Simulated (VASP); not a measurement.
# LiC18 in VASP: further runs

The runs below take LiC18 through single point, with PBEsol.

Program: VASP 6.6.1. These are calculated values, not measurements. Logs are shortened: lines on timing, memory, paths and dates and some standing lists are left out, and cuts for length are marked.

## (1) The cell of the first run

The cell holds a slab with vacuum, 19 atoms: a = 7.398 Å, b = 7.398 Å, c = 13.000 Å, α = 90.00°, β = 90.00°, γ = 120.00°.

## (2) Single point, PBEsol, collinear spin, zero start

The input, INCAR:

```
SYSTEM = LiC18
PREC = Accurate
ENCUT = 520
EDIFF = 1E-6
ISMEAR = 0
SIGMA = 0.02
LREAL = Auto
LASPH = .True.
NELM = 150
ALGO = Normal
ISIF = 2
LWAVE = .False.
LCHARG = .False.
ISPIN = 2
MAGMOM = 0 0 0 0 0 0 0 0 0 0 0 0 0 0 0 0 0 0 0
LORBIT = 11
GGA = PS
NBANDS = 56
```

The input, KPOINTS:

```
Automatic mesh
0
Gamma
  2 2 1
  0 0 0
```

The input, POSCAR:

```
LiC18
1.0
    7.3980000000      0.0000000000      0.0000000000
   -3.6990000000      6.4068560000      0.0000000000
    0.0000000000      0.0000000000     13.0000000000
C Li
18 1
Direct
   -0.0012771144     -0.0039824525      0.0781783077
    0.2206507836      0.1071236813      0.0789313846
   -0.0017267184      0.3290777879      0.0780505385
    0.2202139633      0.4391711005      0.0758390769
   -0.0019007007      0.6622824050      0.0784730769
    0.2204230184      0.7736332766      0.0772697692
    0.3318440909     -0.0036370413      0.0790094615
    0.5543127179      0.1075978608      0.0790108462
    0.3319796500      0.3289309140      0.0773474615
    0.5541756740      0.4400301802      0.0773483846
    0.3312021757      0.6614824806      0.0717726154
    0.5549535600      0.7733607560      0.0718018462
    0.6657313460     -0.0037108685      0.0772853077
    0.8880525327      0.1072591611      0.0784803846
    0.6655029467      0.3295500945      0.0789279231
    0.8874303284      0.4403710650      0.0781732308
    0.6659399964      0.6620351698      0.0758533846
    0.8878791221      0.7738809800      0.0780575385
    0.4427557033      0.7739323312      0.2163436923
```

Potentials or basis: VASP PAW PBE potentials, release 64 (C, Li_sv).

Launch:

```console
> cat potpaw_PBE.64/C/POTCAR potpaw_PBE.64/Li_sv/POTCAR > POTCAR
> mpirun -np 1 vasp_std > vasp.out
```

OUTCAR:

```text
SYSTEM = LiC18
   PREC = Accurate
   ENCUT = 520
   EDIFF = 1E-6
   ISMEAR = 0
   LREAL = Auto
   LASPH = .True.
   NELM = 150
   ISIF = 2
   ISPIN = 2
   LORBIT = 11
   GGA = PS

 ion  position               nearest neighbor table
   1  0.999  0.996  0.078-  14 1.42   2 1.42  18 1.42
   2  0.221  0.107  0.079-   9 1.42   1 1.42   7 1.42
   3  0.998  0.329  0.078-  14 1.42   4 1.42  16 1.42
   4  0.220  0.439  0.076-   3 1.42   9 1.42  11 1.43
   5  0.998  0.662  0.078-  18 1.42  16 1.42   6 1.42
   6  0.220  0.774  0.077-   5 1.42   7 1.43  11 1.43
   7  0.332  0.996  0.079-   2 1.42   8 1.43   6 1.43
   8  0.554  0.108  0.079-  15 1.42   7 1.43  13 1.43
   9  0.332  0.329  0.077-   2 1.42   4 1.42  10 1.42
  10  0.554  0.440  0.077-  15 1.42  17 1.42   9 1.42
  11  0.331  0.661  0.072-   4 1.43   6 1.43  12 1.43  19 2.05
  12  0.555  0.773  0.072-  17 1.43  13 1.43  11 1.43  19 2.06
  13  0.666  0.996  0.077-  14 1.42   8 1.43  12 1.43
  14  0.888  0.107  0.078-   3 1.42   1 1.42  13 1.42
  15  0.666  0.330  0.079-  10 1.42  16 1.42   8 1.42
  16  0.887  0.440  0.078-   5 1.42  15 1.42   3 1.42
  17  0.666  0.662  0.076-  18 1.42  10 1.42  12 1.43
  18  0.888  0.774  0.078-   5 1.42  17 1.42   1 1.42
  19  0.443  0.774  0.216-  11 2.05  12 2.06

  LATTYP: Found a hexagonal cell.
 ALAT       =     7.3980000000
 C/A-ratio  =     1.7572316842

  Lattice vectors:

 A1 = (   7.3980000000,   0.0000000000,   0.0000000000)
 A2 = (  -3.6990000000,   6.4068560000,   0.0000000000)
 A3 = (   0.0000000000,   0.0000000000,  13.0000000000)

Analysis of symmetry for initial positions (statically):
=====================================================================
 Subroutine PRICEL returns:
 Original cell was already a primitive cell.

 Routine SETGRP: Setting up the symmetry group for a
 hexagonal supercell.

 Subroutine GETGRP returns: Found  1 space group operations
 (whereof  1 operations were pure point group operations)
 out of a pool of 24 trial point group operations.

The static configuration has the point symmetry C_1 .

Analysis of symmetry for dynamics (positions and initial velocities):
=====================================================================
 Subroutine PRICEL returns:
 Original cell was already a primitive cell.

 Routine SETGRP: Setting up the symmetry group for a
 hexagonal supercell.

 Subroutine GETGRP returns: Found  1 space group operations
 (whereof  1 operations were pure point group operations)
[... 172 lines left out ...]
 Free energy of the ion-electron system (eV)
  ---------------------------------------------------
  ext. energy  EPLUGINS =         0.00000000
  ---------------------------------------------------
  free energy    TOTEN  =      -175.12877510 eV

  energy without entropy =     -175.12877510  energy(sigma->0) =     -175.12877510

 E-fermi :  -0.7964     XC(G=0):  -3.4462

 val. band max:       -0.9810878196   @ k =   0.0000   0.0000   0.0000
 cond. band min:       0.4015708328   @ k =   0.0000   0.0000   0.0000
 fundamental gap:      1.3826586524
 Fermi energy:        -0.7963683303

 spin component 1

 k-point     1 :       0.0000    0.0000    0.0000
  band No.  band energies     occupation
      1     -49.1576      1.00000
      2     -20.4215      1.00000
      3     -17.9920      1.00000
      4     -17.8642      1.00000
      5     -17.8504      1.00000
      6     -17.7471      1.00000
[... 197 lines left out ...]
     48       3.5621      0.00000
     49       3.7229      0.00000
 Fermi energy:        -0.7963683303

 spin component 2

 k-point     1 :       0.0000    0.0000    0.0000
  band No.  band energies     occupation
      1     -49.1576      1.00000
      2     -20.4215      1.00000
      3     -17.9920      1.00000
      4     -17.8642      1.00000
      5     -17.8504      1.00000
      6     -17.7471      1.00000
[... 197 lines left out ...]
     48       3.5615      0.00000
     49       3.7225      0.00000
 [bands above 49 left out]

------------------------ aborting loop because EDIFF is reached ----------------------------------------

  FORCE on cell =-STRESS in cart. coord.  units (eV):
  Direction    XX          YY          ZZ          XY          YZ          ZX
  --------------------------------------------------------------------------------------
  -------------------------------------------------------------------------------------
  Total        1.8568636      1.8112980     -0.1995657      0.0144130      0.5581634     -0.3222230
  in kB        4.8282300      4.7097499     -0.5189122      0.0374768      1.4513404     -0.8378466
  external PRESSURE =       3.0063559 kB  Pullay stress =       0.0000000 kB

 VOLUME and BASIS-vectors are now :
 -----------------------------------------------------------------------------
  energy-cutoff  :      520.00
  volume of cell :      616.17
      direct lattice vectors                 reciprocal lattice vectors
     7.398000000  0.000000000  0.000000000     0.135171668  0.078041398  0.000000000
    -3.699000000  6.406856000  0.000000000     0.000000000  0.156082796  0.000000000
     0.000000000  0.000000000 13.000000000     0.000000000  0.000000000  0.076923077

 POSITION                                       TOTAL-FORCE (eV/Angst)
 -----------------------------------------------------------------------------------
      3.70428      6.38134      1.01632         0.011810     -0.010441     -0.003568
      1.23612      0.68633      1.02611         0.010123     -0.010707      0.001100
      6.16797      2.10835      1.01466         0.016546     -0.010128      0.000221
      0.00465      2.81371      0.98591         0.008783     -0.019328     -0.009904
      4.93416      4.24315      1.02015         0.012085     -0.016160     -0.000004
     -1.23098      4.95656      1.00451         0.005165     -0.019613      0.004134
[... 11 lines left out ...]
      3.70594      4.95814      1.01475         0.009202     -0.015263      0.000372
      0.41273      4.95847      2.81247        -0.176555      0.308098      0.017577
 -----------------------------------------------------------------------------------
    total drift:                                0.004175     -0.008185     -0.038591

  FREE ENERGIE OF THE ION-ELECTRON SYSTEM (eV)
  ---------------------------------------------------
  free  energy   TOTEN  =      -175.1287750963 eV

  energy  without entropy=     -175.1287750963  energy(sigma->0) =     -175.12877510

 total charge

# of ion       s       p       d       tot
------------------------------------------
    1        0.857   1.790   0.000   2.647
    2        0.856   1.795   0.000   2.651
    3        0.856   1.793   0.000   2.649
    4        0.856   1.792   0.000   2.647
    5        0.856   1.793   0.000   2.649
    6        0.854   1.789   0.000   2.643
[... 11 lines left out ...]
   18        0.856   1.793   0.000   2.649
   19        2.007   0.051   0.000   2.058
--------------------------------------------------
tot         17.404  32.323   0.000  49.727

 magnetization (x)

# of ion       s       p       d       tot
------------------------------------------
    1       -0.000   0.000   0.000   0.000
    2       -0.000   0.000   0.000   0.000
    3        0.000   0.000   0.000   0.000
    4        0.000   0.000   0.000   0.000
    5       -0.000  -0.000   0.000  -0.000
    6       -0.000   0.000   0.000  -0.000
[... 11 lines left out ...]
   18       -0.000   0.000   0.000   0.000
   19       -0.000  -0.000   0.000  -0.000
--------------------------------------------------
tot         -0.000   0.000   0.000   0.000
```

stdout:

```text
POSCAR found type information on POSCAR C Li
 POSCAR found :  2 types and      19 ions
 scaLAPACK will be used
 -----------------------------------------------------------------------------
|                                                                             |
|                                                                             |
|     You enforced a specific xc type in the INCAR file but a different       |
|     I HOPE YOU KNOW WHAT YOU ARE DOING!                                     |
|                                                                             |
 -----------------------------------------------------------------------------

 LDA part: xc-table for (Slater+PW92), standard interpolation
 POSCAR, INCAR and KPOINTS ok, starting setup
 FFT: planning ... GRIDC
 FFT: planning ... GRID_SOFT
 FFT: planning ... GRID
 WAVECAR not read
 entering main loop
```

It took 6.6 min on 1 thread of Intel Xeon Platinum 8559C (Emerald Rapids), shared host; peak memory 0.88 GiB.

Results:

- Free energy: -175.1288 eV
- Largest force: 0.356 eV/Å
- Net moment: 0.00 μB per cell
- Valence electrons inside the program's atomic spheres: C 2.65, 2.64, 2.66 (each value once); Li 2.06

Forces in eV/Å, atoms in the order of the input:
```
C    0.012 -0.010 -0.004
C    0.010 -0.011  0.001
C    0.017 -0.010  0.000
C    0.009 -0.019 -0.010
C    0.012 -0.016  0.000
C    0.005 -0.020  0.004
C    0.014 -0.015  0.017
C    0.008 -0.021  0.008
C    0.002 -0.012  0.000
C    0.001 -0.021 -0.004
C    0.011 -0.034 -0.014
C    0.015 -0.024 -0.016
C    0.014 -0.011  0.009
C    0.011 -0.015  0.001
C    0.007 -0.015 -0.002
C    0.012 -0.016  0.000
C    0.008 -0.021 -0.009
C    0.009 -0.015  0.000
Li  -0.177  0.308  0.018
```

Levels at points of the mesh, in eV from the Fermi level:
Spin up:
```csv
k point,band 35,band 36,band 37,band 38,band 39,band 40
"(0.00, 0.00, 0.00)",-3.07,-0.34,-0.31,-0.20,-0.18,1.20
"(0.50, 0.00, 0.00)",-2.89,-2.81,-2.54,1.28,1.62,2.06
"(0.00, 0.50, 0.00)",-2.85,-2.84,-2.53,1.27,1.54,2.07
"(0.50, 0.50, 0.00)",-2.85,-2.84,-2.53,1.27,1.54,2.07
```
Spin down:
| k point | band 34 | band 35 | band 36 | band 37 | band 38 | band 39 | band 40 | band 41 |
| --- | --- | --- | --- | --- | --- | --- | --- | --- |
| (0.00, 0.00, 0.00) | -3.07 | -3.07 | -0.34 | -0.31 | -0.20 | -0.18 | 1.20 | 3.25 |
| (0.50, 0.00, 0.00) | -3.01 | -2.89 | -2.81 | -2.54 | 1.28 | 1.62 | 2.06 | 2.12 |
| (0.00, 0.50, 0.00) | -3.02 | -2.85 | -2.84 | -2.53 | 1.27 | 1.54 | 2.07 | 2.25 |
| (0.50, 0.50, 0.00) | -3.02 | -2.85 | -2.84 | -2.53 | 1.27 | 1.54 | 2.07 | 2.25 |

Caveat: the k points lie up to 0.49 Å⁻¹ apart; the cutoff is under 1.25 times the usual one of these potentials, so pressure, stress and relaxed cells hold a basis-set (Pulay) error; there is no dipole correction, which matters where the two faces differ; no moment was typed at the start, so none could form; the PAW data sets were made with another functional, which shifts forces and pressure a little.

## (3) Single point, PBEsol, collinear spin, zero start

The input, INCAR:

```
SYSTEM = LiC18
ALGO     = Normal         ! electronic algorithm
EDIFF    = 1E-7           ! SCF threshold, eV
ENCUT    = 520            ! plane-wave cutoff, eV
GGA      = PS             ! functional
ISIF     = 2              ! what is computed and relaxed
ISMEAR   = 0              ! smearing method
ISPIN    = 2              ! spin polarisation
LASPH    = .True.         ! aspherical terms in the spheres
LCHARG   = .False.        ! write CHGCAR
LORBIT   = 11             ! projections on sites
LREAL    = Auto         
LWAVE    = .False.        ! write WAVECAR
MAGMOM   = 0 0 0 0 0 0 0 0 0 0 0 0 0 0 0 0 0 0 0 ! initial moments
NBANDS   = 56             ! bands
NELM     = 150            ! most SCF steps
PREC     = Accurate       ! precision mode
SIGMA    = 0.02           ! smearing width, eV
```

The input, KPOINTS:

```
k-points
0
Gamma
  2 2 1
  0 0 0
```

The input, POSCAR:

```
LiC18
1.0
    7.3980000000      0.0000000000      0.0000000000
   -3.6990000000      6.4068560000      0.0000000000
    0.0000000000      0.0000000000     13.0000000000
C Li
18 1
Direct
   -0.0012665690     -0.0039067524      0.0782798462
    0.2205606495      0.1073470357      0.0792763077
   -0.0016111022      0.3292257544      0.0779200769
    0.2201647954      0.4391100721      0.0760619231
   -0.0021429057      0.6622454134      0.0783982308
    0.2200937799      0.7732908309      0.0775122308
    0.3316535961     -0.0036971332      0.0796656154
    0.5544882214      0.1077206980      0.0796703077
    0.3319693497      0.3291100971      0.0774676923
    0.5541722633      0.4402123288      0.0774690769
    0.3312628034      0.6612101162      0.0734086923
    0.5548780861      0.7730200273      0.0734272308
    0.6660458773     -0.0037322518      0.0775311538
    0.8882817013      0.1074576984      0.0784081538
    0.6655797128      0.3298566411      0.0792763846
    0.8874069341      0.4404294400      0.0782754615
    0.6659753370      0.6620169081      0.0760736923
    0.8877509995      0.7739075141      0.0779250769
    0.4428794329      0.8291197742      0.2101070769
```

Potentials or basis: VASP PAW PBE potentials, release 64 (C, Li_sv).

Launch:

```console
> cat potpaw_PBE.64/C/POTCAR potpaw_PBE.64/Li_sv/POTCAR > POTCAR
> mpirun -np 1 vasp_std > vasp.out
```

Run time: 7.7 min. Hardware: 1 thread of Intel Xeon Platinum 8559C (Emerald Rapids), shared host; peak memory 0.89 GiB.

Results (log left out):

```yaml
Free_energy: -175.3084 eV
Largest_force: 0.446 eV/Å
Net_moment: 0.00 μB per cell
Valence_electrons_inside_the_program's_atomic_spheres: C 2.65, 2.64 (each value once); Li 2.06
```

Forces on the atoms (eV/Å):
```
C    0.012 -0.014 -0.004
C    0.013 -0.017  0.002
C    0.018 -0.013  0.000
C    0.014 -0.022  0.003
C    0.016 -0.023 -0.004
C    0.004 -0.028 -0.002
C    0.011 -0.022  0.009
C    0.015 -0.020  0.005
C    0.005 -0.015  0.005
C    0.003 -0.025  0.000
C    0.017 -0.033  0.017
C    0.015 -0.028  0.018
C    0.018 -0.015  0.003
C    0.013 -0.016 -0.004
C    0.010 -0.021  0.003
C    0.015 -0.023 -0.001
C    0.007 -0.027  0.004
C    0.013 -0.022  0.001
Li  -0.220  0.384 -0.054
```

Levels at points of the mesh, in eV from the Fermi level:
Spin up:
| k point | band 33 | band 34 | band 35 | band 36 | band 37 | band 38 | band 39 | band 40 | band 41 | band 42 |
| --- | --- | --- | --- | --- | --- | --- | --- | --- | --- | --- |
| (0.00, 0.00, 0.00) | -4.68 | -3.04 | -3.04 | -0.30 | -0.29 | -0.17 | -0.16 | 1.44 | 3.38 | 3.76 |
| (0.50, 0.00, 0.00) | -3.13 | -2.98 | -2.81 | -2.78 | -2.49 | 1.38 | 1.84 | 2.17 | 2.23 | 2.34 |
| (0.00, 0.50, 0.00) | -3.12 | -2.99 | -2.80 | -2.79 | -2.49 | 1.37 | 1.83 | 2.17 | 2.27 | 2.33 |
| (0.50, 0.50, 0.00) | -3.12 | -2.99 | -2.80 | -2.79 | -2.49 | 1.37 | 1.83 | 2.17 | 2.27 | 2.33 |
Spin down:
```tsv
k point	band 34	band 35	band 36	band 37	band 38	band 39	band 40	band 41
(0.00, 0.00, 0.00)	-3.04	-3.04	-0.30	-0.29	-0.17	-0.16	1.44	3.38
(0.50, 0.00, 0.00)	-2.98	-2.81	-2.78	-2.49	1.38	1.84	2.17	2.23
(0.00, 0.50, 0.00)	-2.99	-2.80	-2.79	-2.49	1.37	1.83	2.17	2.27
(0.50, 0.50, 0.00)	-2.99	-2.80	-2.79	-2.49	1.37	1.83	2.17	2.27
```

Caveat: the k points lie up to 0.49 Å⁻¹ apart; the cutoff is under 1.25 times the usual one of these potentials, so pressure, stress and relaxed cells hold a basis-set (Pulay) error; there is no dipole correction, which matters where the two faces differ; no moment was typed at the start, so none could form; the PAW data sets were made with another functional, which shifts forces and pressure a little.
